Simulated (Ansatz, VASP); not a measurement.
Sr in VASP and in Ansatz

Contents of INCAR:

```
PREC = Accurate ; ENCUT = 520
EDIFF = 1E-6 ; ISMEAR = 0
SIGMA = 0.1 ; LREAL = False
LASPH = True ; NELM = 100
ALGO = Normal ; ISIF = 2
LWAVE = False ; LCHARG = False
GGA = PE ; NBANDS = 11
```

Contents of KPOINTS:

```
regular mesh
0
Gamma
  12 12 12
```

The input POSCAR:

```
Sr
1.0
   -2.5361135000      2.5361135000      2.5361135000
    2.5361135000     -2.5361135000      2.5361135000
    2.5361135000      2.5361135000     -2.5361135000
Sr
1
Direct
    0.0000000000      0.0000000000      0.0000000000
```

Input for Ansatz:

```yaml
crystal:
  lattice:
    - [-2.5361135, 2.5361135, 2.5361135]
    - [2.5361135, -2.5361135, 2.5361135]
    - [2.5361135, 2.5361135, -2.5361135]
  atoms:
    - { symbol: Sr, position: [0.0, 0.0, 0.0] }
basis:
  ecutwfc: 420
kpoints:
  mp_grid: { grid: [12, 12, 12] }
hamiltonian:
  xc: pbe
scf:
  occupations: { method: gaussian, width: 0.1 }
output:
  forces: true
  stress: true
  eigenvalues: true
  populations: true
```

Alike in both runs: task single point; functional PBE; k mesh 12 × 12 × 12; occupations gaussian, width 0.1 eV; no spin polarisation.

|  | VASP | Ansatz |
| --- | --- | --- |
| version | VASP 6.6.1 | Ansatz 0.2.0 |
| potentials or method | VASP PAW PBE potentials, release 64 (Sr_sv), cutoff 520 eV | scalar-relativistic, plane waves, PAW |
| valence electrons in the cell | 10 | 10 |

|  | VASP | Ansatz | Ansatz less VASP |
| --- | --- | --- | --- |
| gap on the k mesh at the Fermi level (eV) | none | none | - |
| pressure (GPa) | -1.6 | -1.6 | 0.00 |

A gap of «none» marks a metal or a gap that the smearing closes. With one functional, cell and mesh, what is left measures potentials, basis and numerics.
